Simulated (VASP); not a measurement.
# Ti2Al6H in VASP: single point with PBE+D3(BJ)

Aim: the single point of Ti2Al6H with PBE+D3(BJ).

Everything below comes from runs of VASP 6.6.1. Logs are shortened: lines on timing, memory, paths and dates and some standing lists are left out, and cuts for length are marked.

### Step 1. The cell of the first run

The cell holds a slab with vacuum, 9 atoms: a = 5.024 Å, b = 5.024 Å, c = 21.219 Å, α = 90.00°, β = 90.00°, γ = 64.55°.

### Step 2. Single point, PBE+D3(BJ)

The input, INCAR:

```
SYSTEM = Ti2Al6H
PREC = Accurate
ENCUT = 520
EDIFF = 1E-6
ISMEAR = 0
SIGMA = 0.1
LREAL = .False.
LASPH = .True.
NELM = 80
ALGO = Normal
ISIF = 2
LWAVE = .False.
LCHARG = .True.
LDIPOL = .True.
IDIPOL = 3
DIPOL = 0.5 0.5 0.308
GGA = PE
IVDW = 12
LELF = .True.
LVHAR = .True.
LVACPOTAV = .True.
NBANDS = 32
```

The input, KPOINTS:

```
regular mesh
0
Gamma
  6 6 1
  0 0 0
```

The input, POSCAR:

```
Ti2Al6H
1.0
    5.0241861190      0.0000000000      0.0000000000
    2.1588814530      4.5367033218      0.0000000000
    0.0000000000      0.0000000000     21.2187109014
Al Ti H
6 2 1
Direct
    0.5000000000      0.0000000000      0.1885128658
    0.0000000000      0.5000000000      0.1885128658
    0.0000000000      0.0000000000      0.2517328341
    0.0000000000      0.5000000000      0.3193548961
    0.5000000000      0.0000000000      0.3193548961
    0.5000000000      0.5000000000      0.3826203646
    0.5000000000      0.5000000000      0.2517328341
    0.0000000000      0.0000000000      0.3797002555
    1.0000000000      1.0000000000      0.4863024408
```

Potentials or basis: VASP PAW PBE potentials, release 64 (Al, Ti_sv, H).

The run is started by

```sh
$ cat potpaw_PBE.64/Al/POTCAR potpaw_PBE.64/Ti_sv/POTCAR potpaw_PBE.64/H/POTCAR > POTCAR
$ mpirun -np 1 vasp_std > vasp.out
```

OUTCAR:

```text
SYSTEM = Ti2Al6H
   PREC = Accurate
   ENCUT = 520
   EDIFF = 1E-6
   ISMEAR = 0
   LREAL = .False.
   LASPH = .True.
   NELM = 80
   ISIF = 2
   GGA = PE
   IVDW = 12
 IVDW          = 12

 ion  position               nearest neighbor table
   1  0.500  0.000  0.189-   2 2.68   2 2.68   5 2.78   7 2.85   7 2.85   3 2.85   3 2.85
   2  0.000  0.500  0.189-   1 2.68   1 2.68   4 2.78   3 2.85   3 2.85   7 2.85   7 2.85
   3  0.000  0.000  0.252-   7 2.68   7 2.68   8 2.72   2 2.85   2 2.85   1 2.85   1 2.85   4 2.89
                             4 2.89   5 2.89   5 2.89
   4  0.000  0.500  0.319-   5 2.68   5 2.68   2 2.78   8 2.82   8 2.82   6 2.85   6 2.85   3 2.89
                             3 2.89   7 2.89   7 2.89
   5  0.500  0.000  0.319-   4 2.68   4 2.68   1 2.78   8 2.82   8 2.82   6 2.85   6 2.85   7 2.89
                             7 2.89   3 2.89   3 2.89
   6  0.500  0.500  0.383-   8 2.68   8 2.68   7 2.78   5 2.85   5 2.85   4 2.85   4 2.85
   7  0.500  0.500  0.252-   3 2.68   3 2.68   6 2.78   1 2.85   1 2.85   2 2.85   2 2.85   5 2.89
                             5 2.89   4 2.89   4 2.89
   8  0.000  0.000  0.380-   6 2.68   6 2.68   3 2.72   4 2.82   4 2.82   5 2.82   5 2.82
   9  0.000  0.000  0.486-

  LATTYP: Found a base centered orthorhombic cell.
 ALAT       =     5.3657849248
 B/A-ratio  =     1.5833231892
 C/A-ratio  =     3.9544467769

  Lattice vectors:

 A1 = (  -2.1588814530,  -4.5367033218,   0.0000000000)
 A2 = (   5.0241861190,   0.0000000000,   0.0000000000)
 A3 = (   0.0000000000,   0.0000000000,  21.2187109014)

Analysis of symmetry for initial positions (statically):
=====================================================================
 Subroutine PRICEL returns:
 Original cell was already a primitive cell.

 Routine SETGRP: Setting up the symmetry group for a
 base centered orthorhombic supercell.

 Subroutine GETGRP returns: Found  4 space group operations
 (whereof  4 operations were pure point group operations)
 out of a pool of  8 trial point group operations.

The static configuration has the point symmetry C_2v.

Analysis of symmetry for dynamics (positions and initial velocities):
=====================================================================
 Subroutine PRICEL returns:
 Original cell was already a primitive cell.

 Routine SETGRP: Setting up the symmetry group for a
 base centered orthorhombic supercell.

 Subroutine GETGRP returns: Found  4 space group operations
 (whereof  4 operations were pure point group operations)
 out of a pool of  8 trial point group operations.

The dynamic configuration has the point symmetry C_2v.

 Subroutine INISYM returns: Found  4 space group operations
 (whereof  4 operations are pure point group operations),
 and found     1 'primitive' translations

----------------------------------------------------------------------------------------

                                     Primitive cell

  volume of cell :     483.6432

  direct lattice vectors                    reciprocal lattice vectors
     5.024186119  0.000000000  0.000000000     0.199037212 -0.094715858  0.000000000
     2.158881453  4.536703322  0.000000000     0.000000000  0.220424376  0.000000000
     0.000000000  0.000000000 21.218710901     0.000000000  0.000000000  0.047128216

  length of vectors
     5.024186119  5.024186119 21.218710901     0.220424376  0.220424376  0.047128216

  position of ions in fractional coordinates (direct lattice)
     0.500000000  0.000000000  0.188512866
     1.000000000  0.500000000  0.188512866
     0.000000000  0.000000000  0.251732834
     1.000000000  0.500000000  0.319354896
     0.500000000  0.000000000  0.319354896
     0.500000000  0.500000000  0.382620365
     0.500000000  0.500000000  0.251732834
     0.000000000  0.000000000  0.379700255
     0.000000000  0.000000000  0.486302441

  ion indices of the primitive-cell ions
   primitive index   ion index
                 1           1
                 2           2
                 3           3
                 4           4
                 5           5
                 6           6
                 7           7
                 8           8
                 9           9

----------------------------------------------------------------------------------------

 KPOINTS: regular mesh

Automatic generation of k-mesh.
 Grid dimensions read from file:
 generate k-points for:    6    6    1

 Generating k-lattice:

  Cartesian coordinates                     Fractional coordinates (reciprocal lattice)
     0.033172869 -0.015785976  0.000000000     0.166666667 -0.000000000  0.000000000
     0.000000000  0.036737396  0.000000000     0.000000000  0.166666667  0.000000000
     0.000000000  0.000000000  0.047128216     0.000000000  0.000000000  1.000000000

  Length of vectors
     0.036737396  0.036737396  0.047128216

  Shift w.r.t. Gamma in fractional coordinates (k-lattice)
     0.000000000  0.000000000  0.000000000

 Subroutine IBZKPT returns following result:
 ===========================================

 Found     13 irreducible k-points:

 Following reciprocal coordinates:
            Coordinates               Weight
  0.000000  0.000000  0.000000      1.000000
  0.166667  0.000000  0.000000      4.000000
  0.333333  0.000000  0.000000      4.000000
  0.500000  0.000000  0.000000      2.000000
  0.166667  0.166667  0.000000      2.000000
  0.333333  0.166667  0.000000      4.000000
  0.500000  0.166667  0.000000      4.000000
 -0.333333  0.166667  0.000000      4.000000
 -0.166667  0.166667  0.000000      2.000000
  0.333333  0.333333  0.000000      2.000000
  0.500000  0.333333  0.000000      4.000000
 -0.333333  0.333333  0.000000      2.000000
  0.500000  0.500000  0.000000      1.000000
   k-points           NKPTS =     13   k-points in BZ     NKDIM =     13   number of bands    NBANDS=     32
   number of dos      NEDOS =    301   number of ions     NIONS =      9
   total plane-waves  NPLWV = 256000
   dimension x,y,z NGX =    40 NGY =   40 NGZ =  160
   dimension x,y,z NGXF=    80 NGYF=   80 NGZF=  320
   ions per type =               6   2   1
   NGX,Y,Z   is equivalent  to a cutoff of  13.24, 13.24, 12.54 a.u.
   NGXF,Y,Z  is equivalent  to a cutoff of  26.47, 26.47, 25.07 a.u.
 SYSTEM =  Ti2Al6H
   PREC   = accura    normal or accurate (medium, high low for compatibility)
   ISTART =      0    job   : 0-new  1-cont  2-samecut
   ICHARG =      2    charge: 1-file 2-atom 10-const
   ISPIN  =      1    spin polarized calculation?
   LNONCOLLINEAR =      F non collinear calculations
   LSORBIT =      F    spin-orbit coupling
   LASPH  =      T    aspherical Exc in radial PAW
   ENCUT  =  520.0 eV  38.22 Ry    6.18 a.u.   9.34  9.34 39.45*2*pi/ulx,y,z
   NELM   =     80;   NELMIN=  2; NELMDL= -5     # of ELM steps
   EDIFF  = 0.1E-05   stopping-criterion for ELM
   LREAL  =      F    real-space projection
   EDIFFG = 0.1E-04   stopping-criterion for IOM
   NSW    =      0    number of steps for IOM
   IBRION =     -1    ionic relax: 0-MD 1-quasi-New 2-CG
   NFREE  =      0    steps in history (QN), initial steepest desc. (CG)
   ISIF   =      2    stress and relaxation
   ISYM   =      2    0-nonsym 1-usesym 2-fastsym
   POTIM  = 0.5000    time-step for ionic-motion
   TEBEG  =    0.0;   TEEND  =   0.0 temperature during run
   PSTRESS=    0.0 pullay stress
   NELECT =      43.0000    total number of electrons
   NUPDOWN=      -1.0000    fix difference up-down
   EMIN   =  10.00;   EMAX   =-10.00  energy-range for DOS
   EFERMI =   0.00;   METHOD = LEGACY
   ISMEAR =     0;   SIGMA  =   0.10  broadening in eV -4-tet -1-fermi 0-gaus
   EFERMI_NEDOS =   21; number of points for ismear=-14 and -15
   IALGO  =     38    algorithm
   IMIX   =      4    mixing-type and parameters
     AMIX     =   0.40;   BMIX     =  1.00
     AMIX_MAG =   1.60;   BMIX_MAG =  1.00
  volume/ion in A,a.u.               =      53.74       362.64
  Fermi-wavevector in a.u.,A,eV,Ry     =   0.730672  1.380770  7.263905  0.533882
  Thomas-Fermi vector in A             =   1.822700
   LORBIT       =      0    0 simple, 1 ext, 2 COOP (PROOUT), +10 PAW based schemes
   GGA     = PE    functional components
   LHFCALC =     F    Hartree Fock is set to
   AEXX    =    0.0000 exact exchange contribution
   IVDW    =    12    specifies the selected vdW correction
   LEPSILON=     F    determine dielectric tensor
   LRPA    =     F    only Hartree local field effects (RPA)
 non-spin polarized calculation
 Gauss-broadening in eV      SIGMA  =   0.10
  energy-cutoff  :      520.00
  volume of cell :      483.64
 maximum number of plane-waves:     13072
 NGX is ok and might be reduce to    40
   NGX = 19   NGY = 19   NGZ = 79

 dipolmoment           0.000000      0.000000     -0.000015 electrons x Angstroem

 number of electron      43.0000010 magnetization

 dipolmoment           0.000000      0.000000      0.288132 electrons x Angstroem

 Free energy of the ion-electron system (eV)
  ---------------------------------------------------
  ext. energy  EPLUGINS =         0.00000000
  ---------------------------------------------------
  free energy    TOTEN  =       -38.59395953 eV

  energy without entropy =      -38.56420927  energy(sigma->0) =      -38.57908440

 E-fermi :  -1.6628     XC(G=0):  -3.9666

 val. band max:       -1.6740383838   @ k =   0.1667   0.1667   0.0000
 cond. band min:      -1.6420992104   @ k =  -0.1667   0.1667   0.0000
 fundamental gap:      0.0319391734
 Fermi energy:        -1.6628064918

 k-point     1 :       0.0000    0.0000    0.0000
  band No.  band energies     occupation
      1     -58.4481      2.00000
      2     -58.2401      2.00000
      3     -34.8183      2.00000
      4     -34.6497      2.00000
      5     -34.6488      2.00000
      6     -34.6365      2.00000
[... 24 lines left out ...]
     31       1.1792      0.00000
     32       1.2832      0.00000
[... 389 lines left out ...]
      2     -58.2400      2.00000
      3     -34.8193      2.00000
      4     -34.6501      2.00000
      5     -34.6483      2.00000
      6     -34.6365      2.00000
[... 24 lines left out ...]
     31       1.7636      0.00000
     32       1.8825      0.00000

------------------------ aborting loop because EDIFF is reached ----------------------------------------

 Edisp (eV)   -2.04663

 E8    (eV) :    -0.9713

  FORCE on cell =-STRESS in cart. coord.  units (eV):
  Direction    XX          YY          ZZ          XY          YZ          ZX
  --------------------------------------------------------------------------------------
  -------------------------------------------------------------------------------------
  Total      -4.11753    -2.41998    -4.89749    -1.78363     0.00000     0.00000
  in kB     -13.64024    -8.01672   -16.22403    -5.90868     0.00000     0.00000
  external pressure =      -12.63 kB  Pullay stress =        0.00 kB

 VOLUME and BASIS-vectors are now :
 -----------------------------------------------------------------------------
  energy-cutoff  :      520.00
  volume of cell :      483.64
      direct lattice vectors                 reciprocal lattice vectors
     5.024186119  0.000000000  0.000000000     0.199037212 -0.094715858  0.000000000
     2.158881453  4.536703322  0.000000000     0.000000000  0.220424376  0.000000000
     0.000000000  0.000000000 21.218710901     0.000000000  0.000000000  0.047128216

 POSITION                                       TOTAL-FORCE (eV/Angst)
 -----------------------------------------------------------------------------------
      2.51209      0.00000      4.00000         0.000000      0.000000      0.496071
      1.07944      2.26835      4.00000        -0.000000      0.000000      0.496071
      0.00000      0.00000      5.34145        -0.000000      0.000000     -0.544387
      1.07944      2.26835      6.77630         0.000000      0.000000     -0.086458
      2.51209      0.00000      6.77630        -0.000000      0.000000     -0.086458
      3.59153      2.26835      8.11871         0.000000      0.000000      0.349880
      3.59153      2.26835      5.34145         0.000000      0.000000     -0.649462
      0.00000      0.00000      8.05675         0.000000      0.000000      1.939742
      0.00000      0.00000     10.31871         0.000000      0.000000     -1.915000
 -----------------------------------------------------------------------------------
    total drift:                                0.000000      0.000000     -0.000368

  FREE ENERGIE OF THE ION-ELECTRON SYSTEM (eV)
  ---------------------------------------------------
  free  energy   TOTEN  =       -40.6405848565 eV

  energy  without entropy=      -40.6108345998  energy(sigma->0) =      -40.62570973

 vacuum level on the upper side and lower side of the slab         4.825         2.538
```

Wall time 7.5 min (1 thread of Intel Xeon 6975P-C, shared host); peak memory 0.63 GiB.

Results:

```
Free energy                : -40.6406 eV
Largest force              : 1.940 eV/Å
Dispersion energy per atom : -0.227 eV
```

Forces on the atoms (eV/Å):
```
Al   0.000  0.000  0.496
Al   0.000  0.000  0.496
Al   0.000  0.000 -0.544
Al   0.000  0.000 -0.086
Al   0.000  0.000 -0.086
Al   0.000  0.000  0.350
Ti   0.000  0.000 -0.649
Ti   0.000  0.000  1.940
H    0.000  0.000 -1.915
```

Levels at points of the mesh, in eV from the Fermi level:
```tsv
k point	band 18	band 19	band 20	band 21	band 22	band 23	band 24	band 25	band 26	band 27
(0.00, 0.00, 0.00)	-1.11	-1.01	-0.96	-0.42	-0.37	-0.12	1.13	1.21	1.86	2.20
(0.50, 0.00, 0.00)	-0.64	-0.59	-0.35	-0.14	-0.02	0.43	0.86	1.07	1.42	1.90
(0.50, 0.50, 0.00)	-0.96	-0.43	-0.32	0.43	0.55	0.59	0.63	0.82	0.84	1.49
```
